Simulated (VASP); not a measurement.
# Co (C2/m) in VASP: single point with PBE

Aim: the single point of Co with PBE.

Everything below comes from runs of VASP 6.6.1. Logs are shortened: lines on timing, memory, paths and dates and some standing lists are left out, and cuts for length are marked.

## Step 1: The cell of the first run

The typed cell holds 4 atoms: a = 2.454 Å, b = 2.454 Å, c = 8.051 Å, α = 98.75°, β = 98.75°, γ = 59.98°.

## Step 2: Single point, PBE

Input file INCAR:

```
SYSTEM = Co
PREC = Accurate
ENCUT = 690
EDIFF = 1E-6
ISMEAR = 0
SIGMA = 0.1
LREAL = .FALSE.
LASPH = .TRUE.
NELM = 120
ALGO = Normal
ISIF = 2
LWAVE = .FALSE.
LCHARG = .FALSE.
GGA = PE
NBANDS = 42
GGA_COMPAT = .FALSE.
```

Input file KPOINTS:

```
Automatic mesh
0
G
  6 6 4
  0 0 0
```

Input file POSCAR:

```
Co
1.0
    2.1248718602     -1.2265718824     -0.0358487079
    2.1248718602      1.2265718824     -0.0358487079
   -1.2796610702      0.0000000000      7.9481841085
Co
4
Direct
   -0.1247532557     -0.1247532557      0.1247563973
    1.1247532557      1.1247532557      0.8752436027
    0.7082089347      0.7082089347      0.6255225273
    0.2917910653      0.2917910653      0.3744774727
```

Potentials or basis: VASP PAW PBE potentials, release 64 (Co_sv).

The run is started by

```bash
$ cat potpaw_PBE.64/Co_sv/POTCAR > POTCAR
$ mpirun -np 1 vasp_std > vasp.out
```

OUTCAR:

```text
SYSTEM = Co
   PREC = Accurate
   ENCUT = 690
   EDIFF = 1E-6
   ISMEAR = 0
   LREAL = .FALSE.
   LASPH = .TRUE.
   NELM = 120
   ISIF = 2
   GGA = PE

 ion  position               nearest neighbor table
   1  0.875  0.875  0.125-   2 2.43   2 2.43   2 2.43   4 2.43   4 2.43   4 2.43
   2  0.125  0.125  0.875-   1 2.43   1 2.43   1 2.43   3 2.43   3 2.43   3 2.43
   3  0.708  0.708  0.626-   2 2.43   2 2.43   2 2.43   4 2.44   4 2.44   4 2.44
   4  0.292  0.292  0.374-   1 2.43   1 2.43   1 2.43   3 2.44   3 2.44   3 2.44

  LATTYP: Found a base centered monoclinic cell.
 ALAT       =     4.2503484808
 B/A-ratio  =     0.5771629728
 C/A-ratio  =     1.8940889430
 COS(beta)  =    -0.1755849979

  Lattice vectors:

 A1 = (   2.1248718602,  -1.2265718824,  -0.0358487079)
 A2 = (   2.1248718602,   1.2265718824,  -0.0358487079)
 A3 = (  -1.2796610702,   0.0000000000,   7.9481841085)

Analysis of symmetry for initial positions (statically):
=====================================================================
 Subroutine PRICEL returns:
 Original cell was already a primitive cell.

 Routine SETGRP: Setting up the symmetry group for a
 base centered monoclinic supercell.

 Subroutine GETGRP returns: Found  4 space group operations
 (whereof  4 operations were pure point group operations)
 out of a pool of  4 trial point group operations.

The static configuration has the point symmetry C_2h.

Analysis of symmetry for dynamics (positions and initial velocities):
=====================================================================
 Subroutine PRICEL returns:
 Original cell was already a primitive cell.

 Routine SETGRP: Setting up the symmetry group for a
 base centered monoclinic supercell.

 Subroutine GETGRP returns: Found  4 space group operations
 (whereof  4 operations were pure point group operations)
 out of a pool of  4 trial point group operations.

The dynamic configuration has the point symmetry C_2h.

 Subroutine INISYM returns: Found  4 space group operations
 (whereof  4 operations are pure point group operations),
 and found     1 'primitive' translations

----------------------------------------------------------------------------------------

                                     Primitive cell

  volume of cell :      41.3183

[... 84 lines left out ...]
   ISTART =      0    job   : 0-new  1-cont  2-samecut
   ICHARG =      2    charge: 1-file 2-atom 10-const
   ISPIN  =      1    spin polarized calculation?
   LNONCOLLINEAR =      F non collinear calculations
   LSORBIT =      F    spin-orbit coupling
   LASPH  =      T    aspherical Exc in radial PAW
   ENCUT  =  690.0 eV  50.71 Ry    7.12 a.u.   5.26  5.26 17.24*2*pi/ulx,y,z
   NELM   =    120;   NELMIN=  2; NELMDL= -5     # of ELM steps
   EDIFF  = 0.1E-05   stopping-criterion for ELM
   LREAL  =      F    real-space projection
   EDIFFG = 0.1E-04   stopping-criterion for IOM
   NSW    =      0    number of steps for IOM
   IBRION =     -1    ionic relax: 0-MD 1-quasi-New 2-CG
   NFREE  =      0    steps in history (QN), initial steepest desc. (CG)
   ISIF   =      2    stress and relaxation
   ISYM   =      2    0-nonsym 1-usesym 2-fastsym
   POTIM  = 0.5000    time-step for ionic-motion
   TEBEG  =    0.0;   TEEND  =   0.0 temperature during run
   PSTRESS=    0.0 pullay stress
   NELECT =      68.0000    total number of electrons
   NUPDOWN=      -1.0000    fix difference up-down
   EMIN   =  10.00;   EMAX   =-10.00  energy-range for DOS
   EFERMI =   0.00;   METHOD = LEGACY
   ISMEAR =     0;   SIGMA  =   0.10  broadening in eV -4-tet -1-fermi 0-gaus
   EFERMI_NEDOS =   21; number of points for ismear=-14 and -15
   IALGO  =     38    algorithm
   IMIX   =      4    mixing-type and parameters
     AMIX     =   0.40;   BMIX     =  1.00
     AMIX_MAG =   1.60;   BMIX_MAG =  1.00
  volume/ion in A,a.u.               =      10.33        69.71
  Fermi-wavevector in a.u.,A,eV,Ry     =   1.932845  3.652547 50.829859  3.735889
  Thomas-Fermi vector in A             =   2.964506
   LORBIT       =      0    0 simple, 1 ext, 2 COOP (PROOUT), +10 PAW based schemes
   GGA     = PE    functional components
   LHFCALC =     F    Hartree Fock is set to
   AEXX    =    0.0000 exact exchange contribution
   IVDW    =     0    specifies the selected vdW correction
   LEPSILON=     F    determine dielectric tensor
   LRPA    =     F    only Hartree local field effects (RPA)
 non-spin polarized calculation
 Gauss-broadening in eV      SIGMA  =   0.10
  energy-cutoff  :      690.00
  volume of cell :       41.32
 maximum number of plane-waves:      1718
 NGX is ok and might be reduce to    24
   NGX = 11   NGY = 11   NGZ = 35

 number of electron      67.9999953 magnetization

 Free energy of the ion-electron system (eV)
  ---------------------------------------------------
  ext. energy  EPLUGINS =         0.00000000
  ---------------------------------------------------
  free energy    TOTEN  =       -27.61181091 eV

  energy without entropy =      -27.56146544  energy(sigma->0) =      -27.58663818

 E-fermi :  12.6920     XC(G=0): -14.2288

 val. band max:       12.6917077049   @ k =   0.3333   0.3333   0.5000
 cond. band min:      12.7010666314   @ k =   0.1667  -0.0000   0.0000
 fundamental gap:      0.0093589264
 Fermi energy:        12.6919966820

 k-point     1 :       0.0000    0.0000    0.0000
  band No.  band energies     occupation
      1     -82.4317      2.00000
      2     -82.3951      2.00000
      3     -82.3833      2.00000
      4     -82.3478      2.00000
      5     -45.9130      2.00000
      6     -45.7127      2.00000
[... 1069 lines left out ...]
     41      22.1681      0.00000
     42      26.2998      0.00000

 [... further k-points ...]
[... 5 lines left out ...]
  --------------------------------------------------------------------------------------
  -------------------------------------------------------------------------------------
  Total       -0.3292817     -0.3312789     -0.3181095      0.0000000      0.0000000     -0.0011213
  in kB      -12.7683805    -12.8458221    -12.3351602      0.0000000      0.0000000     -0.0434789
  external PRESSURE =     -12.6497876 kB  Pullay stress =       0.0000000 kB

 VOLUME and BASIS-vectors are now :
 -----------------------------------------------------------------------------
  energy-cutoff  :      690.00
  volume of cell :       41.32
      direct lattice vectors                 reciprocal lattice vectors
     2.124871860 -1.226571882 -0.035848708     0.235949201 -0.407640194  0.037987923
     2.124871860  1.226571882 -0.035848708     0.235949201  0.407640194  0.037987923
    -1.279661070  0.000000000  7.948184108     0.002128404  0.000000000  0.126157575

 POSITION                                       TOTAL-FORCE (eV/Angst)
 -----------------------------------------------------------------------------------
      3.55993      0.00000      0.92883        -0.000417      0.000000      0.003321
     -0.58985      0.00000      6.94765         0.000417      0.000000     -0.003321
      2.20925      0.00000      4.92099         0.000669      0.000000      0.002795
      0.76083      0.00000      2.95550        -0.000669      0.000000     -0.002795
 -----------------------------------------------------------------------------------
    total drift:                                0.000000     -0.000000      0.000000

  FREE ENERGIE OF THE ION-ELECTRON SYSTEM (eV)
  ---------------------------------------------------
  free  energy   TOTEN  =       -27.6118109134 eV

  energy  without entropy=      -27.5614654402  energy(sigma->0) =      -27.58663818
```

OSZICAR:

```text
N       E                     dE             d eps       ncg     rms          rms(c)
DAV:   1     0.181745414258E+04    0.18175E+04   -0.42330E+04  4778   0.600E+03
DAV:   2     0.317978090388E+03   -0.14995E+04   -0.14669E+04  5046   0.141E+03
DAV:   3    -0.655489356414E+01   -0.32453E+03   -0.31500E+03  5960   0.729E+02
DAV:   4    -0.316838840832E+02   -0.25129E+02   -0.24698E+02  6050   0.193E+02
DAV:   5    -0.330397339567E+02   -0.13558E+01   -0.13542E+01  6134   0.648E+01    0.240E+01
DAV:   6    -0.295999220061E+02    0.34398E+01   -0.58115E+01  5534   0.140E+02    0.257E+01
DAV:   7    -0.420635753448E+02   -0.12464E+02   -0.69410E+01  5064   0.123E+02    0.524E+01
DAV:   8    -0.280369305945E+02    0.14027E+02   -0.10066E+01  5304   0.653E+01    0.148E+01
DAV:   9    -0.283834596413E+02   -0.34653E+00   -0.11925E+01  6856   0.315E+01    0.177E+01
DAV:  10    -0.276621350445E+02    0.72132E+00   -0.16301E+00  6286   0.159E+01    0.447E+00
DAV:  11    -0.276160844593E+02    0.46051E-01   -0.40502E-01  7376   0.688E+00    0.160E+00
DAV:  12    -0.276120256849E+02    0.40588E-02   -0.38915E-02  5672   0.345E+00    0.286E-01
DAV:  13    -0.276122186350E+02   -0.19295E-03   -0.42149E-03  5900   0.134E+00    0.443E-01
DAV:  14    -0.276118204863E+02    0.39815E-03   -0.30321E-03  5296   0.113E+00    0.133E-01
DAV:  15    -0.276118235438E+02   -0.30575E-05   -0.53682E-04  6368   0.398E-01    0.432E-02
DAV:  16    -0.276118173705E+02    0.61733E-05   -0.31252E-05  6200   0.116E-01    0.433E-02
DAV:  17    -0.276118115946E+02    0.57759E-05   -0.16464E-05  3938   0.711E-02    0.101E-02
DAV:  18    -0.276118109134E+02    0.68119E-06   -0.18644E-06  2348   0.300E-02
   1 F= -.27611811E+02 E0= -.27586638E+02  d E =-.503455E-01
```

stdout:

```text
POSCAR found type information on POSCAR Co
 POSCAR found :  1 types and       4 ions
 scaLAPACK will be used
 LDA part: xc-table for (Slater+PW92), standard interpolation
 POSCAR, INCAR and KPOINTS ok, starting setup
 FFT: planning ... GRIDC
 FFT: planning ... GRID_SOFT
 FFT: planning ... GRID
 WAVECAR not read
 entering main loop
```

It took 88 s on 1 thread of Intel Xeon 6975P-C (Granite Rapids), shared host; peak memory 0.23 GiB.

Results:

| Item | Value |
| --- | --- |
| Free energy | -27.6118 eV |
| Pressure | -1.3 GPa |
| Largest force | 0.003 eV/Å |
| Band gap on the k mesh | zero (bands 34 and 35 overlap by 1.08 eV) |

Forces in eV/Å, atoms in the order of the input:
```
Co   0.000  0.000  0.003
Co   0.000  0.000 -0.003
Co   0.001  0.000  0.003
Co  -0.001  0.000 -0.003
```

Levels at points of the mesh, in eV from the Fermi level:
| k point | band 32 | band 33 | band 34 | band 35 | band 36 | band 37 | band 38 | band 39 |
| --- | --- | --- | --- | --- | --- | --- | --- | --- |
| (0.00, 0.00, 0.00) | -0.78 | -0.78 | -0.32 | -0.32 | -0.29 | -0.29 | -0.10 | 0.28 |
| (0.50, 0.00, 0.00) | 0.21 | 0.38 | 0.41 | 0.49 | 0.53 | 0.97 | 1.74 | 3.06 |
| (0.50, 0.50, 0.00) | 0.36 | 0.37 | 0.45 | 0.47 | 0.57 | 1.43 | 2.54 | 2.73 |
| (0.00, 0.00, 0.50) | -1.53 | -0.87 | -0.87 | -0.53 | -0.53 | 0.02 | 0.03 | 0.19 |
| (0.50, 0.00, 0.50) | 0.36 | 0.37 | 0.45 | 0.46 | 0.57 | 1.42 | 2.56 | 2.73 |
| (0.50, 0.50, 0.50) | 0.21 | 0.37 | 0.41 | 0.49 | 0.53 | 0.97 | 1.74 | 3.05 |

Caveat: the k points lie up to 0.49 Å⁻¹ apart, too coarse for converged energies and pressures of a metal; the run has no spin polarisation, though such a crystal can be magnetic. Spin polarisation is off, so any magnetic state and its effect on volume and gap are missing.
